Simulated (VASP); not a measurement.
# CoW3 (Fm-3m) in VASP: a series of runs, part 2 of 2

VASP 6.6.1. The steps go on from the part before.

**4. Single point, PBEsol, collinear spin, ferromagnetic start**

INCAR reads:

```
SYSTEM = CoW3
PREC = Accurate ; ENCUT = 520
EDIFF = 1E-6 ; ISMEAR = 0
SIGMA = 0.1 ; LREAL = .False.
LASPH = .True. ; NELM = 150
ALGO = Fast ; ISIF = 2
LWAVE = .False. ; LCHARG = .True.
ISPIN = 2 ; MAGMOM = 0 0 0 0.5
LORBIT = 11 ; LMAXMIX = 4
GGA = PS ; LELF = .True.
LVHAR = .True. ; NBANDS = 38
```

KPOINTS reads:

```
Automatic mesh
0
Gamma
  12 12 12
  0 0 0
```

POSCAR reads:

```
CoW3
1.0
    0.0000000000      3.0720842694      3.0720842694
    3.0720842694      0.0000000000      3.0720842694
    3.0720842694      3.0720842694      0.0000000000
W Co
3 1
Direct
    0.2500000000      0.2500000000      0.2500000000
    0.7500000000      0.7500000000      0.7500000000
    0.5000000000      0.5000000000      0.5000000000
    0.0000000000      0.0000000000      0.0000000000
```

Potentials or basis: VASP PAW PBE potentials, release 64 (W_sv, Co).

Run with:

```bash
$ cat potpaw_PBE.64/W_sv/POTCAR potpaw_PBE.64/Co/POTCAR > POTCAR
$ mpirun -np 1 vasp_std > vasp.out
```

OUTCAR:

```text
SYSTEM = CoW3
   PREC = Accurate
   ENCUT = 520
   EDIFF = 1E-6
   ISMEAR = 0
   LREAL = .False.
   LASPH = .True.
   NELM = 150
   ISIF = 2
   ISPIN = 2
   LORBIT = 11
   GGA = PS

 ion  position               nearest neighbor table
   1  0.250  0.250  0.250-   4 2.66   4 2.66   4 2.66   3 2.66   4 2.66   3 2.66   3 2.66   3 2.66
                             2 3.07   2 3.07   2 3.07   2 3.07   2 3.07   2 3.07
   2  0.750  0.750  0.750-   3 2.66   3 2.66   3 2.66   3 2.66   4 2.66   4 2.66   4 2.66   4 2.66
                             1 3.07   1 3.07   1 3.07   1 3.07   1 3.07   1 3.07
   3  0.500  0.500  0.500-   1 2.66   1 2.66   1 2.66   1 2.66   2 2.66   2 2.66   2 2.66   2 2.66
                             4 3.07   4 3.07   4 3.07   4 3.07   4 3.07   4 3.07
   4  0.000  0.000  0.000-   2 2.66   2 2.66   2 2.66   1 2.66   2 2.66   1 2.66   1 2.66   1 2.66
                             3 3.07   3 3.07   3 3.07   3 3.07   3 3.07   3 3.07

  LATTYP: Found a face centered cubic cell.
 ALAT       =     6.1441685388

  Lattice vectors:

 A1 = (   0.0000000000,   3.0720842694,   3.0720842694)
 A2 = (   3.0720842694,   0.0000000000,   3.0720842694)
 A3 = (   3.0720842694,   3.0720842694,   0.0000000000)

Analysis of symmetry for initial positions (statically):
=====================================================================
 Subroutine PRICEL returns:
 Original cell was already a primitive cell.

 Routine SETGRP: Setting up the symmetry group for a
 face centered cubic supercell.

 Subroutine GETGRP returns: Found 48 space group operations
[... 9 lines left out ...]

 Routine SETGRP: Setting up the symmetry group for a
 face centered cubic supercell.

 Subroutine GETGRP returns: Found 48 space group operations
 (whereof 48 operations were pure point group operations)
 out of a pool of 48 trial point group operations.

The dynamic configuration has the point symmetry O_h .

Analysis of structural, dynamic, and magnetic symmetry:
=====================================================================
 Subroutine PRICEL returns:
 Original cell was already a primitive cell.

 Routine SETGRP: Setting up the symmetry group for a
 face centered cubic supercell.

 Subroutine GETGRP returns: Found 48 space group operations
 (whereof 48 operations were pure point group operations)
[... 165 lines left out ...]

 k-point     1 :       0.0000    0.0000    0.0000
  band No.  band energies     occupation
      1     -63.0265      1.00000
      2     -62.9574      1.00000
      3     -62.5013      1.00000
      4     -27.3935      1.00000
      5     -27.3935      1.00000
      6     -27.3935      1.00000
[... 949 lines left out ...]
     36      18.8921      0.00000
     37      20.4118      0.00000

 [... further k-points ...]

 spin component 2

 k-point     1 :       0.0000    0.0000    0.0000
  band No.  band energies     occupation
      1     -63.0266      1.00000
      2     -62.9575      1.00000
      3     -62.5013      1.00000
      4     -27.3935      1.00000
      5     -27.3935      1.00000
      6     -27.3935      1.00000
[... 949 lines left out ...]
     36      18.8920      0.00000
     37      20.4117      0.00000

 [... further k-points ...]

 [bands above 37 left out]

------------------------ aborting loop because EDIFF is reached ----------------------------------------

  FORCE on cell =-STRESS in cart. coord.  units (eV):
  Direction    XX          YY          ZZ          XY          YZ          ZX
  --------------------------------------------------------------------------------------
  -------------------------------------------------------------------------------------
  Total       -0.3321201     -0.3321201     -0.3321201     -0.0000000     -0.0000000      0.0000000
  in kB       -9.1764846     -9.1764846     -9.1764846     -0.0000000     -0.0000000      0.0000000
  external PRESSURE =      -9.1764846 kB  Pullay stress =       0.0000000 kB

 VOLUME and BASIS-vectors are now :
 -----------------------------------------------------------------------------
  energy-cutoff  :      520.00
  volume of cell :       57.99
      direct lattice vectors                 reciprocal lattice vectors
     0.000000000  3.072084269  3.072084269    -0.162755952  0.162755952  0.162755952
     3.072084269  0.000000000  3.072084269     0.162755952 -0.162755952  0.162755952
     3.072084269  3.072084269  0.000000000     0.162755952  0.162755952 -0.162755952

 POSITION                                       TOTAL-FORCE (eV/Angst)
 -----------------------------------------------------------------------------------
      1.53604      1.53604      1.53604        -0.000000     -0.000000      0.000000
      4.60813      4.60813      4.60813         0.000000      0.000000     -0.000000
      3.07208      3.07208      3.07208         0.000000     -0.000000      0.000000
      0.00000      0.00000      0.00000         0.000000     -0.000000      0.000000
 -----------------------------------------------------------------------------------
    total drift:                               -0.000000     -0.000000      0.000000

  FREE ENERGIE OF THE ION-ELECTRON SYSTEM (eV)
  ---------------------------------------------------
  free  energy   TOTEN  =       -48.0907956219 eV

  energy  without entropy=      -48.0658648533  energy(sigma->0) =      -48.07833024

 total charge

# of ion       s       p       d       tot
------------------------------------------
    1        2.409   6.334   3.324  12.067
    2        2.409   6.334   3.324  12.067
    3        2.468   6.307   3.538  12.313
    4        0.452   0.558   7.321   8.331
--------------------------------------------------
tot          7.739  19.532  17.507  44.778

 magnetization (x)

# of ion       s       p       d       tot
------------------------------------------
    1        0.000  -0.000  -0.000  -0.000
    2        0.000  -0.000  -0.000  -0.000
    3       -0.000  -0.000  -0.000  -0.000
    4       -0.000  -0.000  -0.001  -0.001
--------------------------------------------------
tot         -0.000  -0.000  -0.001  -0.002
```

OSZICAR:

```text
N       E                     dE             d eps       ncg     rms          rms(c)
DAV:   1     0.596550560522E+03    0.59655E+03   -0.26805E+04 11056   0.160E+03
DAV:   2    -0.163355492165E+02   -0.61289E+03   -0.58958E+03 11154   0.498E+02
[... 14 lines left out ...]
RMM:  17    -0.480909999938E+02    0.99427E-04   -0.13206E-04 13463   0.597E-02    0.272E-01
RMM:  18    -0.480910288694E+02   -0.28876E-04   -0.19603E-04 13387   0.891E-02    0.181E-01
RMM:  19    -0.480908778507E+02    0.15102E-03   -0.11080E-04 13423   0.736E-02    0.103E-01
RMM:  20    -0.480908157001E+02    0.62151E-04   -0.89930E-05 13551   0.531E-02    0.679E-02
RMM:  21    -0.480907956832E+02    0.20017E-04   -0.34229E-05 12004   0.421E-02    0.119E-02
RMM:  22    -0.480907956219E+02    0.61266E-07   -0.90472E-06 11498   0.150E-02
   1 F= -.48090796E+02 E0= -.48078330E+02  d E =-.249308E-01  mag=    -0.0002
```

stdout:

```text
POSCAR found type information on POSCAR W Co
 POSCAR found :  2 types and       4 ions
 scaLAPACK will be used
 -----------------------------------------------------------------------------
|                                                                             |
|                                                                             |
|     You enforced a specific xc type in the INCAR file but a different       |
|     I HOPE YOU KNOW WHAT YOU ARE DOING!                                     |
|                                                                             |
 -----------------------------------------------------------------------------

 LDA part: xc-table for (Slater+PW92), standard interpolation
 POSCAR, INCAR and KPOINTS ok, starting setup
 FFT: planning ... GRIDC
 FFT: planning ... GRID_SOFT
 FFT: planning ... GRID
 WAVECAR not read
 entering main loop
WARNING in EDDRMM: call to ZHEGV failed, returncode =   8  4     36
```

Run time: 5.6 min. Hardware: 1 thread of Intel Xeon Platinum 8259CL at 2.50GHz (Skylake/Cascade Lake), shared host; peak memory 0.37 GiB.

Results:

```
Free energy                                           : -48.0908 eV
Pressure                                              : -0.9 GPa
Net moment                                            : 0.00 μB per cell
Valence electrons inside the program's atomic spheres : W 12.07, 12.31; Co 8.33
```

Levels at points of the mesh, in eV from the Fermi level:
Spin up:
```csv
k point,band 23,band 24,band 25,band 26,band 27,band 28,band 29,band 30
"(0.00, 0.00, 0.00)",-1.51,-1.51,-0.31,-0.31,3.19,3.19,3.59,3.59
"(0.50, 0.00, 0.00)",-2.64,-2.64,0.20,0.20,0.99,0.99,1.35,2.83
"(0.50, 0.50, 0.00)",-0.71,-0.62,-0.62,-0.31,0.88,0.88,0.95,1.83
```
Spin down:
```
           k point  band 22  band 23  band 24  band 25  band 26  band 27  band 28  band 29  band 30  band 31
(0.00, 0.00, 0.00)    -1.51    -1.51    -1.51    -0.31    -0.31     3.19     3.19     3.59     3.59     3.59
(0.50, 0.00, 0.00)    -2.91    -2.64    -2.64     0.20     0.20     0.99     0.99     1.35     2.83     2.83
(0.50, 0.50, 0.00)    -1.27    -0.71    -0.62    -0.62    -0.31     0.88     0.88     0.94     1.83     2.43
```

Caveat: the PAW data sets were made with another functional, which shifts forces and pressure a little; spin-orbit coupling is left out, which moves the levels of the heavy elements.

**5. Single point, PBEsol, collinear spin**

INCAR reads:

```
SYSTEM = CoW3
ALGO     = Normal         ! electronic algorithm
EDIFF    = 1E-6           ! SCF threshold, eV
ENCUT    = 520            ! plane-wave cutoff, eV
GGA      = PS             ! functional
ISIF     = 2              ! what is computed and relaxed
ISMEAR   = 0              ! smearing method
ISPIN    = 2              ! spin polarisation
LASPH    = .True.         ! aspherical terms in the spheres
LCHARG   = .True.         ! write CHGCAR
LELF     = .True.         ! ELF
LMAXMIX  = 4              ! l up to which the mixer works
LORBIT   = 11             ! projections on sites
LREAL    = .False.        ! projectors in reciprocal space
LVHAR    = .True.       
LWAVE    = .False.        ! write WAVECAR
MAGMOM   = 0.01 0.01 0 0.84 ! initial moments
NBANDS   = 38             ! bands
NELM     = 150            ! most SCF steps
NUPDOWN  = 0.75           ! fixed moment
PREC     = Accurate       ! precision mode
SIGMA    = 0.1            ! smearing width, eV
```

KPOINTS reads:

```
k-points
0
Gamma
  12 12 12
  0 0 0
```

POSCAR is that of step 4.

Run with:

```bash
$ cat potpaw_PBE.64/W_sv/POTCAR potpaw_PBE.64/Co/POTCAR > POTCAR
$ mpirun -np 1 vasp_std > vasp.out
```

Run time: 4 min. Hardware: 1 thread of Intel Xeon Platinum 8259CL at 2.50GHz (Skylake/Cascade Lake), shared host; peak memory 0.36 GiB.

It converged, with:

* Free energy: -48.1326 eV
* Pressure: -0.3 GPa
* Net moment: 0.75 μB per cell
* Site moments: W +0.02, +0.00; Co +0.74 μB
* Valence electrons inside the program's atomic spheres: W 12.07, 12.31; Co 8.32

Caveat: the PAW data sets were made with another functional, which shifts forces and pressure a little; spin-orbit coupling is left out, which moves the levels of the heavy elements; the total moment is fixed, so each spin has its own Fermi level.

**6. Overview**

```csv
spin,fixed moment (μB),pressure (GPa),moment (μB)
"collinear, ferromagnetic start",2.25,1.9,2.25
"collinear, ferromagnetic start",1.5,0.7,1.50
"collinear, ferromagnetic start",-,-0.9,0.00
collinear,0.75,-0.3,0.75
```

Alike in all rows: task single point; level PBEsol; potentials or basis VASP PAW PBE potentials, release 64 (W_sv, Co); cell as given; k mesh 12 × 12 × 12; cutoff (eV) 520; smearing gaussian 0.1 eV.

Caveats: the PAW data sets were made with another functional, which shifts forces and pressure a little; spin-orbit coupling is left out, which moves the levels of the heavy elements; the total moment is fixed, so each spin has its own Fermi level (some runs).

Absolute energies hang on the potentials; compare differences alone.
